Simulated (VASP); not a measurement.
# YAl2N3 (Cmc2_1) in VASP: further runs

The runs below take YAl2N3 through single point, with PBE.

Program: VASP 6.6.1. These are calculated values, not measurements. Logs are shortened: lines on timing, memory, paths and dates and some standing lists are left out, and cuts for length are marked.

## 1. The cell of the first run

It takes space group Cmc2_1 (No. 36, orthorhombic). Conventional cell: a = 10.187 Å, b = 5.784 Å, c = 5.162 Å, α = 90.00°, β = 90.00°, γ = 90.00°. Y (site symmetry m) has 5 N at 2.28 to 2.75 Å within 3.0 Å. Al (site symmetry 1) has 4 N at 1.89 to 1.95 Å within 2.5 Å. N (site symmetry 1) has 3 Al at 1.89 to 1.90 Å and 1 Y at 2.28 Å within 2.5 Å. Within 2.6 Å of N (site symmetry m) lie 2 Al at 1.95 Å and 2 Y at 2.33 to 2.42 Å.

## 2. Single point, PBE

File INCAR:

```
PREC     = Accurate       # precision mode
ENCUT    = 520            # plane-wave cutoff, eV
EDIFF    = 1E-6           # SCF threshold, eV
ISMEAR   = 0              # smearing method
SIGMA    = 0.1            # smearing width, eV
LREAL    = F              # projectors in reciprocal space
LASPH    = T              # aspherical terms in the spheres
NELM     = 80             # most SCF steps
ALGO     = Normal         # electronic algorithm
ISIF     = 2              # what is computed and relaxed
LWAVE    = F              # write WAVECAR
LCHARG   = F              # write CHGCAR
GGA      = PE             # functional
NBANDS   = 44             # bands
```

File KPOINTS:

```
Automatic mesh
0
Gamma
  4 4 4
```

File POSCAR:

```
YAl2N3
1.0
    5.0933470700     -2.8918027900      0.0000000000
    5.0933470700      2.8918027900      0.0000000000
    0.0000000000      0.0000000000      5.1621160500
Y Al N
2 4 6
Direct
    0.3075749900      0.6924250100      0.4652640200
    0.6924250100      0.3075749900      0.9652640200
    0.0102590000      0.3405810000      0.4897519900
    0.6594190000      0.9897410000      0.4897519900
    0.9897410000      0.6594190000      0.9897519900
    0.3405810000      0.0102590000      0.9897519900
    0.0559510000      0.3317170100      0.8547180000
    0.6682829900      0.9440490000      0.8547180000
    0.9440490000      0.6682829900      0.3547180000
    0.3317170100      0.0559510000      0.3547180000
    0.2898370000      0.7101630000      0.9337970000
    0.7101630000      0.2898370000      0.4337970000
```

Potentials or basis: VASP PAW PBE potentials, release 64 (Y_sv, Al, N).

Started as:

```sh
> cat potpaw_PBE.64/Y_sv/POTCAR potpaw_PBE.64/Al/POTCAR potpaw_PBE.64/N/POTCAR > POTCAR
> mpirun -np 1 vasp_std > vasp.out
```

OUTCAR:

```text
PREC = Accurate
   ENCUT = 520
   EDIFF = 1E-6
   ISMEAR = 0
   LREAL = F
   LASPH = T
   NELM = 80
   ISIF = 2
   GGA = PE

 ion  position               nearest neighbor table
   1  0.308  0.692  0.465-   9 2.28  10 2.28  12 2.33  11 2.42  11 2.75   6 3.15   5 3.15   3 3.27
                             4 3.27   3 3.31   4 3.31   5 3.35   6 3.35   2 3.41   2 3.41   4 3.54
   2  0.692  0.308  0.965-   7 2.28   8 2.28  11 2.33  12 2.42  12 2.75   4 3.15   3 3.15   6 3.27
                             5 3.27   5 3.31   6 3.31   3 3.35   4 3.35   1 3.41   1 3.41   6 3.54
   3  0.010  0.341  0.490-   9 1.89  10 1.90   7 1.90  12 1.95   2 3.15   5 3.15   5 3.15   6 3.21
                             6 3.21   4 3.27   4 3.27   1 3.27   1 3.31   2 3.35   1 3.54
   4  0.659  0.990  0.490-  10 1.89   9 1.90   8 1.90  12 1.95   2 3.15   6 3.15   6 3.15   5 3.21
                             5 3.21   3 3.27   3 3.27   1 3.27   1 3.31   2 3.35   1 3.54
   5  0.990  0.659  0.990-   7 1.89   8 1.90   9 1.90  11 1.95   1 3.15   3 3.15   3 3.15   4 3.21
                             4 3.21   6 3.27   6 3.27   2 3.27   2 3.31   1 3.35   2 3.54
   6  0.341  0.010  0.990-   8 1.89   7 1.90  10 1.90  11 1.95   1 3.15   4 3.15   4 3.15   3 3.21
                             3 3.21   5 3.27   5 3.27   2 3.27   2 3.31   1 3.35   2 3.54
   7  0.056  0.332  0.855-   5 1.89   6 1.90   3 1.90   2 2.28
   8  0.668  0.944  0.855-   6 1.89   5 1.90   4 1.90   2 2.28
   9  0.944  0.668  0.355-   3 1.89   4 1.90   5 1.90   1 2.28
  10  0.332  0.056  0.355-   4 1.89   3 1.90   6 1.90   1 2.28
  11  0.290  0.710  0.934-   5 1.95   6 1.95   2 2.33   1 2.42   1 2.75
  12  0.710  0.290  0.434-   3 1.95   4 1.95   1 2.33   2 2.42   2 2.75

  LATTYP: Found a base centered orthorhombic cell.
 ALAT       =     5.7836055800
 B/A-ratio  =     1.7613051234
 C/A-ratio  =     0.8925428919

  Lattice vectors:

 A1 = (  -5.0933470700,  -2.8918027900,   0.0000000000)
 A2 = (   5.0933470700,  -2.8918027900,   0.0000000000)
 A3 = (   0.0000000000,   0.0000000000,   5.1621160500)

Analysis of symmetry for initial positions (statically):
=====================================================================
 Subroutine PRICEL returns:
 Original cell was already a primitive cell.

 Routine SETGRP: Setting up the symmetry group for a
 base centered orthorhombic supercell.

 Subroutine GETGRP returns: Found  4 space group operations
 (whereof  2 operations were pure point group operations)
 out of a pool of  8 trial point group operations.

The static configuration has the point symmetry C_1h.
 The point group associated with its full space group is C_2v.

Analysis of symmetry for dynamics (positions and initial velocities):
[... 143 lines left out ...]
   ISMEAR =     0;   SIGMA  =   0.10  broadening in eV -4-tet -1-fermi 0-gaus
   EFERMI_NEDOS =   21; number of points for ismear=-14 and -15
   IALGO  =     38    algorithm
   IMIX   =      4    mixing-type and parameters
     AMIX     =   0.40;   BMIX     =  1.00
     AMIX_MAG =   1.60;   BMIX_MAG =  1.00
  volume/ion in A,a.u.               =      12.67        85.52
  Fermi-wavevector in a.u.,A,eV,Ry     =   1.226850  2.318411 20.478969  1.505162
  Thomas-Fermi vector in A             =   2.361836
   LORBIT       =      0    0 simple, 1 ext, 2 COOP (PROOUT), +10 PAW based schemes
   GGA     = PE    functional components
   LHFCALC =     F    Hartree Fock is set to
   AEXX    =    0.0000 exact exchange contribution
   IVDW    =     0    specifies the selected vdW correction
   LEPSILON=     F    determine dielectric tensor
   LRPA    =     F    only Hartree local field effects (RPA)
 non-spin polarized calculation
 Gauss-broadening in eV      SIGMA  =   0.10
  energy-cutoff  :      520.00
  volume of cell :      152.07
 maximum number of plane-waves:      4125
 NGX is ok and might be reduce to    48
   NGX = 21   NGY = 21   NGZ = 19

 number of electron      64.0000001 magnetization

 Free energy of the ion-electron system (eV)
  ---------------------------------------------------
  ext. energy  EPLUGINS =         0.00000000
  ---------------------------------------------------
  free energy    TOTEN  =       -94.90235427 eV

  energy without entropy =      -94.90235427  energy(sigma->0) =      -94.90235427

 E-fermi :   5.2457     XC(G=0): -10.6422

 val. band max:        4.7437702423   @ k =   0.5000   0.5000   0.0000
 cond. band min:       7.0025324322   @ k =   0.0000   0.0000   0.0000
 fundamental gap:      2.2587621899
 Fermi energy:         5.2457322497

 k-point     1 :       0.0000    0.0000    0.0000
  band No.  band energies     occupation
      1     -36.0327      2.00000
      2     -35.9861      2.00000
      3     -16.2976      2.00000
      4     -16.2888      2.00000
      5     -16.2266      2.00000
      6     -16.1677      2.00000
[... 976 lines left out ...]
     43      12.6778      0.00000
     44      12.6778      0.00000

------------------------ aborting loop because EDIFF is reached ----------------------------------------

  FORCE on cell =-STRESS in cart. coord.  units (eV):
  Direction    XX          YY          ZZ          XY          YZ          ZX
  --------------------------------------------------------------------------------------
  -------------------------------------------------------------------------------------
  Total       -0.7576823     -0.5948720     -0.5497467      0.0000000      0.0000000      0.0000000
  in kB       -7.9830350     -6.2676451     -5.7921993      0.0000000      0.0000000      0.0000000
  external PRESSURE =      -6.6809598 kB  Pullay stress =       0.0000000 kB

 VOLUME and BASIS-vectors are now :
 -----------------------------------------------------------------------------
  energy-cutoff  :      520.00
  volume of cell :      152.07
      direct lattice vectors                 reciprocal lattice vectors
     5.093347070 -2.891802790  0.000000000     0.098167275 -0.172902524  0.000000000
     5.093347070  2.891802790  0.000000000     0.098167275  0.172902524  0.000000000
     0.000000000  0.000000000  5.162116050     0.000000000  0.000000000  0.193719008

 POSITION                                       TOTAL-FORCE (eV/Angst)
 -----------------------------------------------------------------------------------
      5.09335      1.11291      2.40175         0.000000      0.022250     -0.030386
      5.09335     -1.11291      4.98280         0.000000     -0.022250     -0.030386
      1.78695      0.95523      2.52816        -0.006348      0.000839      0.001502
      8.39974      0.95523      2.52816         0.006348      0.000839      0.001502
      8.39974     -0.95523      5.10921         0.006348     -0.000839      0.001502
      1.78695     -0.95523      5.10921        -0.006348     -0.000839      0.001502
      1.97453      0.79746      4.41215        -0.082342      0.043138      0.026754
      8.21217      0.79746      4.41215         0.082342      0.043138      0.026754
      8.21217     -0.79746      1.83110         0.082342     -0.043138      0.026754
      1.97453     -0.79746      1.83110        -0.082342     -0.043138      0.026754
      5.09335      1.21550      4.82037         0.000000     -0.072561     -0.026125
      5.09335     -1.21550      2.23931         0.000000      0.072561     -0.026125
 -----------------------------------------------------------------------------------
    total drift:                                0.000000      0.000000     -0.000564

  FREE ENERGIE OF THE ION-ELECTRON SYSTEM (eV)
  ---------------------------------------------------
  free  energy   TOTEN  =       -94.9023542720 eV

  energy  without entropy=      -94.9023542720  energy(sigma->0) =      -94.90235427
```

stdout:

```text
POSCAR found type information on POSCAR Y AlN
 POSCAR found :  3 types and      12 ions
 scaLAPACK will be used
 LDA part: xc-table for (Slater+PW92), standard interpolation
 POSCAR, INCAR and KPOINTS ok, starting setup
 FFT: planning ... GRIDC
 FFT: planning ... GRID_SOFT
 FFT: planning ... GRID
 WAVECAR not read
 entering main loop
```

It took 6.8 min on 1 thread of Intel Xeon 8259CL, shared host; peak memory 0.36 GiB.

Results:

* Free energy: -94.9024 eV
* Pressure: -0.7 GPa
* Largest force: 0.097 eV/Å
* Band gap on the k mesh: 2.26 eV (least direct gap 2.43 eV)

Forces in eV/Å, atoms in the order of the input:
```
Y    0.000  0.022 -0.030
Y    0.000 -0.022 -0.030
Al  -0.006  0.001  0.002
Al   0.006  0.001  0.002
Al   0.006 -0.001  0.002
Al  -0.006 -0.001  0.002
N   -0.082  0.043  0.027
N    0.082  0.043  0.027
N    0.082 -0.043  0.027
N   -0.082 -0.043  0.027
N    0.000 -0.073 -0.026
N    0.000  0.073 -0.026
```

Stress tensor (GPa, compression positive):
```
-0.80  0.00  0.00
 0.00 -0.63  0.00
 0.00  0.00 -0.58
```

A k mesh can miss the band edges.

## 3. Single point, PBE

This run uses another cell than the first one, of 12.64 Å³/atom.

File INCAR:

```
ALGO = Normal ; EDIFF = 1E-6
ENCUT = 520 ; GGA = PE
ISIF = 2 ; ISMEAR = 0
LASPH = T ; LCHARG = T
LELF = T ; LREAL = F
LVHAR = T ; LWAVE = F
NBANDS = 44 ; NELM = 100
PREC = Accurate ; SIGMA = 0.02
```

File KPOINTS:

```
k-points
0
Gamma
  6 6 6
```

File POSCAR:

```
YAl2N3
1.0
    5.0911725045     -2.8899980130      0.0000000000
    5.0911725045      2.8899980130      0.0000000000
    0.0000000000      0.0000000000      5.1540760844
Y Al N
2 4 6
Direct
    0.3077377283      0.6922622717      0.4648593708
    0.6922622717      0.3077377283      0.9648593708
    0.0099919392      0.3405613663      0.4896589916
    0.6594386337      0.9900080608      0.4896589916
    0.9900080608      0.6594386337      0.9896589916
    0.3405613663      0.0099919392      0.9896589916
    0.0546183249      0.3316652958      0.8553977321
    0.6683347042      0.9453816751      0.8553977321
    0.9453816751      0.6683347042      0.3553977321
    0.3316652958      0.0546183249      0.3553977321
    0.2910044459      0.7089955541      0.9330281818
    0.7089955541      0.2910044459      0.4330281818
```

Potentials or basis: VASP PAW PBE potentials, release 64 (Y_sv, Al, N).

Started as:

```sh
> cat potpaw_PBE.64/Y_sv/POTCAR potpaw_PBE.64/Al/POTCAR potpaw_PBE.64/N/POTCAR > POTCAR
> mpirun -np 1 vasp_std > vasp.out
```

Wall time 12 min (1 thread of Intel Xeon 8259CL, shared host); peak memory 0.5 GiB.

Results (log left out):

- Free energy: -94.9069 eV
- Pressure: -0.2 GPa
- Largest force: 0.006 eV/Å
- Band gap on the k mesh: 2.29 eV (least direct gap 2.46 eV)

Forces on the atoms (eV/Å):
```
Y    0.000 -0.003  0.001
Y    0.000  0.003  0.001
Al  -0.005 -0.002 -0.003
Al   0.005 -0.002 -0.003
Al   0.005  0.002 -0.003
Al  -0.005  0.002 -0.003
N    0.002  0.000  0.005
N   -0.002  0.000  0.005
N   -0.002  0.000  0.005
N    0.002  0.000  0.005
N    0.000  0.001 -0.006
N    0.000 -0.001 -0.006
```

Levels at points of the mesh, in eV from the valence-band top:
```csv
k point,band 28,band 29,band 30,band 31,band 32,band 33,band 34,band 35,band 36,band 37
"(0.00, 0.00, 0.00)",-0.92,-0.86,-0.78,-0.56,-0.17,2.29,3.27,3.40,4.29,4.59
"(0.50, 0.00, 0.00)",-0.73,-0.65,-0.61,-0.33,-0.30,3.41,3.63,3.88,4.78,5.10
"(0.50, 0.50, 0.00)",-1.08,-0.82,-0.52,-0.11,0.00,2.79,3.81,3.95,4.14,5.20
"(0.00, 0.00, 0.50)",-1.00,-0.73,-0.73,-0.62,-0.62,4.19,4.19,4.32,4.32,5.29
"(0.50, 0.00, 0.50)",-1.21,-1.04,-1.04,-0.38,-0.38,4.21,4.21,4.86,4.86,5.26
"(0.50, 0.50, 0.50)",-1.38,-0.88,-0.88,-0.33,-0.33,3.93,3.93,4.96,4.96,5.33
```

A k mesh can miss the band edges.
